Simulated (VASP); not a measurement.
# Ge (P-3m1) in VASP: further runs

The runs below take Ge through single point, with PBE+D3(BJ).

Everything below comes from runs of VASP 6.6.1. Logs are shortened: lines on timing, memory, paths and dates and some standing lists are left out, and cuts for length are marked.

## Step 1: The cell of the first run

It takes space group P-3m1 (No. 164, trigonal). Conventional cell: a = 4.082 Å, b = 4.082 Å, c = 3.303 Å, α = 90.00°, β = 90.00°, γ = 120.00°. Within 3.4 Å of Ge (site symmetry 3m) lie 8 Ge at 2.55 to 3.31 Å.

## Step 2: Single point, PBE+D3(BJ)

INCAR

```
PREC     = Accurate       # precision mode
ENCUT    = 520            # plane-wave cutoff, eV
EDIFF    = 1E-6           # SCF threshold, eV
ISMEAR   = 0              # smearing method
SIGMA    = 0.1            # smearing width, eV
LREAL    = False          # projectors in reciprocal space
LASPH    = True           # aspherical terms in the spheres
NELM     = 60             # most SCF steps
ALGO     = Normal         # electronic algorithm
ISIF     = 2              # what is computed and relaxed
LWAVE    = False          # write WAVECAR
LCHARG   = True           # write CHGCAR
GGA      = PE             # functional
IVDW     = 12             # dispersion correction
LELF     = True           # ELF
LVHAR    = True         
NBANDS   = 21             # bands
```

KPOINTS

```
Automatic mesh
0
Gamma
  6 6 4
```

POSCAR

```
Ge
1.0
    4.0817968235     -0.0000000030      0.0000000000
   -2.0408984091      3.5349397438      0.0000000000
    0.0000000000      0.0000000000      3.3030267976
Ge
2
Direct
    0.6666666667      0.3333333333      0.1488938273
    0.3333333333      0.6666666667      0.8511061727
```

Potentials or basis: VASP PAW PBE potentials, release 64 (Ge_d).

Command:

```console
> cat potpaw_PBE.64/Ge_d/POTCAR > POTCAR
> mpirun -np 1 vasp_std > vasp.out
```

OUTCAR:

```text
PREC = Accurate
   ENCUT = 520
   EDIFF = 1E-6
   ISMEAR = 0
   LREAL = False
   LASPH = True
   NELM = 60
   ISIF = 2
   GGA = PE
   IVDW = 12
 IVDW          = 12

 ion  position               nearest neighbor table
   1  0.667  0.333  0.149-   2 2.55   2 2.55   2 2.55
   2  0.333  0.667  0.851-   1 2.55   1 2.55   1 2.55

  LATTYP: Found a hexagonal cell.
 ALAT       =     4.0817968235
 C/A-ratio  =     0.8092090176

  Lattice vectors:

 A1 = (   4.0817968235,  -0.0000000030,   0.0000000000)
 A2 = (  -2.0408984091,   3.5349397438,   0.0000000000)
 A3 = (   0.0000000000,   0.0000000000,   3.3030267976)

Analysis of symmetry for initial positions (statically):
=====================================================================
 Subroutine PRICEL returns:
 Original cell was already a primitive cell.

 Routine SETGRP: Setting up the symmetry group for a
 hexagonal supercell.

 Subroutine GETGRP returns: Found 12 space group operations
 (whereof 12 operations were pure point group operations)
 out of a pool of 24 trial point group operations.

The static configuration has the point symmetry D_3d.

Analysis of symmetry for dynamics (positions and initial velocities):
=====================================================================
 Subroutine PRICEL returns:
 Original cell was already a primitive cell.

 Routine SETGRP: Setting up the symmetry group for a
 hexagonal supercell.

 Subroutine GETGRP returns: Found 12 space group operations
 (whereof 12 operations were pure point group operations)
 out of a pool of 24 trial point group operations.

The dynamic configuration has the point symmetry D_3d.

 Subroutine INISYM returns: Found 12 space group operations
 (whereof 12 operations are pure point group operations),
 and found     1 'primitive' translations

----------------------------------------------------------------------------------------

                                     Primitive cell

  volume of cell :      47.6591

  direct lattice vectors                    reciprocal lattice vectors
     4.081796824 -0.000000003  0.000000000     0.244990146  0.141445127  0.000000000
    -2.040898409  3.534939744  0.000000000     0.000000000  0.282890254  0.000000000
     0.000000000  0.000000000  3.303026798     0.000000000  0.000000000  0.302752615

  length of vectors
     4.081796824  4.081796824  3.303026798     0.282890254  0.282890254  0.302752615

  position of ions in fractional coordinates (direct lattice)
     0.666666667  0.333333333  0.148893827
     0.333333333  0.666666667  0.851106173

  ion indices of the primitive-cell ions
   primitive index   ion index
                 1           1
                 2           2

----------------------------------------------------------------------------------------

 KPOINTS: Automatic mesh

Automatic generation of k-mesh.
 Grid dimensions read from file:
 generate k-points for:    6    6    4

 Generating k-lattice:

  Cartesian coordinates                     Fractional coordinates (reciprocal lattice)
     0.040831691  0.023574188  0.000000000     0.166666667  0.000000000  0.000000000
     0.000000000  0.047148376  0.000000000     0.000000000  0.166666667  0.000000000
     0.000000000  0.000000000  0.075688154     0.000000000  0.000000000  0.250000000

  Length of vectors
     0.047148376  0.047148376  0.075688154

  Shift w.r.t. Gamma in fractional coordinates (k-lattice)
     0.000000000  0.000000000  0.000000000

 Subroutine IBZKPT returns following result:
 ===========================================

 Found     24 irreducible k-points:

 Following reciprocal coordinates:
            Coordinates               Weight
  0.000000  0.000000  0.000000      1.000000
  0.166667  0.000000  0.000000      6.000000
  0.333333  0.000000  0.000000      6.000000
  0.500000  0.000000  0.000000      3.000000
  0.166667  0.166667  0.000000      6.000000
  0.333333  0.166667  0.000000     12.000000
[... 16 lines left out ...]
  0.333333  0.166667  0.500000     12.000000
  0.333333  0.333333  0.500000      2.000000
   k-points           NKPTS =     24   k-points in BZ     NKDIM =     24   number of bands    NBANDS=     21
   number of dos      NEDOS =    301   number of ions     NIONS =      2
   total plane-waves  NPLWV =  25200
   dimension x,y,z NGX =    30 NGY =   30 NGZ =   28
   dimension x,y,z NGXF=    60 NGYF=   60 NGZF=   56
   ions per type =               2
   NGX,Y,Z   is equivalent  to a cutoff of  12.22, 12.22, 14.09 a.u.
   NGXF,Y,Z  is equivalent  to a cutoff of  24.44, 24.44, 28.19 a.u.
 SYSTEM =  unknown system
   PREC   = accura    normal or accurate (medium, high low for compatibility)
   ISTART =      0    job   : 0-new  1-cont  2-samecut
   ICHARG =      2    charge: 1-file 2-atom 10-const
   ISPIN  =      1    spin polarized calculation?
   LNONCOLLINEAR =      F non collinear calculations
   LSORBIT =      F    spin-orbit coupling
   LASPH  =      T    aspherical Exc in radial PAW
   ENCUT  =  520.0 eV  38.22 Ry    6.18 a.u.   7.59  7.59  6.14*2*pi/ulx,y,z
   NELM   =     60;   NELMIN=  2; NELMDL= -5     # of ELM steps
   EDIFF  = 0.1E-05   stopping-criterion for ELM
   LREAL  =      F    real-space projection
   EDIFFG = 0.1E-04   stopping-criterion for IOM
   NSW    =      0    number of steps for IOM
   IBRION =     -1    ionic relax: 0-MD 1-quasi-New 2-CG
   NFREE  =      0    steps in history (QN), initial steepest desc. (CG)
   ISIF   =      2    stress and relaxation
   ISYM   =      2    0-nonsym 1-usesym 2-fastsym
   POTIM  = 0.5000    time-step for ionic-motion
   TEBEG  =    0.0;   TEEND  =   0.0 temperature during run
   PSTRESS=    0.0 pullay stress
   NELECT =      28.0000    total number of electrons
   NUPDOWN=      -1.0000    fix difference up-down
   EMIN   =  10.00;   EMAX   =-10.00  energy-range for DOS
   EFERMI =   0.00;   METHOD = LEGACY
   ISMEAR =     0;   SIGMA  =   0.10  broadening in eV -4-tet -1-fermi 0-gaus
   EFERMI_NEDOS =   21; number of points for ismear=-14 and -15
   IALGO  =     38    algorithm
   IMIX   =      4    mixing-type and parameters
     AMIX     =   0.40;   BMIX     =  1.00
     AMIX_MAG =   1.60;   BMIX_MAG =  1.00
  volume/ion in A,a.u.               =      23.83       160.81
  Fermi-wavevector in a.u.,A,eV,Ry     =   1.371131  2.591062 25.578963  1.880001
  Thomas-Fermi vector in A             =   2.496855
   LORBIT       =      0    0 simple, 1 ext, 2 COOP (PROOUT), +10 PAW based schemes
   GGA     = PE    functional components
   LHFCALC =     F    Hartree Fock is set to
   AEXX    =    0.0000 exact exchange contribution
   IVDW    =    12    specifies the selected vdW correction
   LEPSILON=     F    determine dielectric tensor
   LRPA    =     F    only Hartree local field effects (RPA)
 non-spin polarized calculation
 Gauss-broadening in eV      SIGMA  =   0.10
  energy-cutoff  :      520.00
  volume of cell :       47.66
 maximum number of plane-waves:      1302
   NGX = 15   NGY = 15   NGZ = 13

 number of electron      27.9999988 magnetization

 Free energy of the ion-electron system (eV)
  ---------------------------------------------------
  ext. energy  EPLUGINS =         0.00000000
  ---------------------------------------------------
  free energy    TOTEN  =        -8.49834156 eV

  energy without entropy =       -8.49489238  energy(sigma->0) =       -8.49661697

 E-fermi :   4.2396     XC(G=0):  -9.8799

 val. band max:        4.1966489505   @ k =   0.3333   0.0000   0.0000
 cond. band min:       4.3260530263   @ k =   0.1667   0.0000   0.0000
 fundamental gap:      0.1294040758
 Fermi energy:         4.2396312703

 k-point     1 :       0.0000    0.0000    0.0000
  band No.  band energies     occupation
      1     -20.2941      2.00000
      2     -20.2941      2.00000
      3     -20.2437      2.00000
      4     -20.2231      2.00000
      5     -20.2231      2.00000
      6     -20.2121      2.00000
[... 13 lines left out ...]
     20      16.3437      0.00000
     21      18.1248      0.00000

 k-point     2 :       0.1667    0.0000    0.0000
  band No.  band energies     occupation
      1     -20.2960      2.00000
      2     -20.2954      2.00000
      3     -20.2397      2.00000
      4     -20.2285      2.00000
      5     -20.2156      2.00000
      6     -20.2000      2.00000
[... 13 lines left out ...]
     20      15.0163      0.00000
     21      15.8575      0.00000

 k-point     3 :       0.3333    0.0000    0.0000
  band No.  band energies     occupation
      1     -20.2973      2.00000
      2     -20.2920      2.00000
      3     -20.2550      2.00000
      4     -20.2210      2.00000
      5     -20.1978      2.00000
      6     -20.1776      2.00000
[... 13 lines left out ...]
     20      13.4935      0.00000
     21      16.3912      0.00000

 k-point     4 :       0.5000    0.0000    0.0000
  band No.  band energies     occupation
      1     -20.2978      2.00000
      2     -20.2847      2.00000
      3     -20.2638      2.00000
      4     -20.2254      2.00000
      5     -20.1804      2.00000
      6     -20.1686      2.00000
[... 13 lines left out ...]
     20      14.6050      0.00000
     21      14.8436      0.00000

 k-point     5 :       0.1667    0.1667    0.0000
  band No.  band energies     occupation
      1     -20.2989      2.00000
      2     -20.2937      2.00000
      3     -20.2487      2.00000
      4     -20.2213      2.00000
      5     -20.1960      2.00000
      6     -20.1924      2.00000
[... 13 lines left out ...]
     20      13.7470      0.00000
     21      15.6562      0.00000
[... 382 lines left out ...]
     20      16.2894      0.00000
     21      16.5473      0.00000

 k-point    22 :       0.1667    0.1667    0.5000
  band No.  band energies     occupation
      1     -20.3039      2.00000
      2     -20.2903      2.00000
      3     -20.2434      2.00000
      4     -20.2324      2.00000
      5     -20.1935      2.00000
      6     -20.1760      2.00000
[... 13 lines left out ...]
     20      13.0988      0.00000
     21      14.2983      0.00000

 k-point    23 :       0.3333    0.1667    0.5000
  band No.  band energies     occupation
      1     -20.3014      2.00000
      2     -20.2725      2.00000
      3     -20.2503      2.00000
      4     -20.2148      2.00000
      5     -20.1968      2.00000
      6     -20.1586      2.00000
[... 13 lines left out ...]
     20      15.2353      0.00000
     21      16.9454      0.00000

 k-point    24 :       0.3333    0.3333    0.5000
  band No.  band energies     occupation
      1     -20.3014      2.00000
      2     -20.2614      2.00000
      3     -20.2614      2.00000
      4     -20.2025      2.00000
      5     -20.1785      2.00000
      6     -20.1637      2.00000
[... 13 lines left out ...]
     20      15.9105      0.00000
     21      15.9160      0.00000

------------------------ aborting loop because EDIFF is reached ----------------------------------------

 Edisp (eV)   -0.62060

 E8    (eV) :    -0.2753

  FORCE on cell =-STRESS in cart. coord.  units (eV):
  Direction    XX          YY          ZZ          XY          YZ          ZX
  --------------------------------------------------------------------------------------
  -------------------------------------------------------------------------------------
  Total       0.03469     0.03469     0.02776     0.00000     0.00000     0.00000
  in kB       1.16625     1.16625     0.93337     0.00000     0.00000     0.00000
  external pressure =        1.09 kB  Pullay stress =        0.00 kB

 VOLUME and BASIS-vectors are now :
 -----------------------------------------------------------------------------
  energy-cutoff  :      520.00
  volume of cell :       47.66
      direct lattice vectors                 reciprocal lattice vectors
     4.081796824 -0.000000003  0.000000000     0.244990146  0.141445127  0.000000000
    -2.040898409  3.534939744  0.000000000     0.000000000  0.282890254  0.000000000
     0.000000000  0.000000000  3.303026798     0.000000000  0.000000000  0.302752615

 POSITION                                       TOTAL-FORCE (eV/Angst)
 -----------------------------------------------------------------------------------
      2.04090      1.17831      0.49180        -0.000000      0.000000      0.004093
      0.00000      2.35663      2.81123         0.000000     -0.000000     -0.004093
 -----------------------------------------------------------------------------------
    total drift:                               -0.000000      0.000000      0.000000

  FREE ENERGIE OF THE ION-ELECTRON SYSTEM (eV)
  ---------------------------------------------------
  free  energy   TOTEN  =        -9.1189460722 eV

  energy  without entropy=       -9.1154968911  energy(sigma->0) =       -9.11722148
```

Run time: 21 s. Hardware: 1 thread of Intel Xeon Platinum 8488C (Sapphire Rapids), shared host; peak memory 0.17 GiB.

Results:

```yaml
Free_energy: -9.1189 eV
Pressure: 0.1 GPa
Largest_force: 0.004 eV/Å
Band_gap_on_the_k_mesh: zero (bands 14 and 15 overlap by 5.56 eV)
Dispersion_energy_per_atom: -0.310 eV
```

Forces on the atoms (eV/Å):
```
Ge   0.000  0.000  0.004
Ge   0.000  0.000 -0.004
```

Caveat: the k points lie up to 0.48 Å⁻¹ apart, too coarse for converged energies and pressures of a metal.

(Continued in part 2 of 2.)
